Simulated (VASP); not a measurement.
A run of VASP 6.6.1:

The input INCAR:

```
PREC = Accurate ; ENCUT = 520
EDIFF = 1E-6 ; ISMEAR = 0
SIGMA = 0.05 ; LREAL = F
LASPH = T ; NELM = 80
ALGO = Normal ; ISIF = 2
LWAVE = F ; LCHARG = F
GGA = PE ; NBANDS = 33
```

KPOINTS

```
regular mesh
0
Gamma
  6 6 10
```

The input POSCAR:

```
TiO2
1.0
    4.9684000000      0.0000000000      0.0000000000
    0.0000000000      4.9684000000      0.0000000000
    0.0000000000      0.0000000000      2.8058000000
Ti O
2 4
Direct
    0.0000000000      0.0000000000      0.0000000000
    0.5000000000      0.5000000000      0.5000000000
    0.3050970583      0.3050970583      0.0000000000
    0.1949029417      0.8050970583      0.5000000000
    0.6949029417      0.6949029417      0.0000000000
    0.8050970583      0.1949029417      0.5000000000
```

Potentials or basis: VASP PAW PBE potentials, release 64 (Ti_sv, O).

Launch:

```console
$ cat potpaw_PBE.64/Ti_sv/POTCAR potpaw_PBE.64/O/POTCAR > POTCAR
$ mpirun -np 1 vasp_std > vasp.out
```

Hardware: 1 thread of Intel Xeon 8259CL, with other jobs on the host.

Estimate the wall time of this run.

Wall time 3.4 min on 1 thread of Intel Xeon 8259CL (shared host), peak memory 0.25 GiB. Counts: scf iterations 17, k points 60.
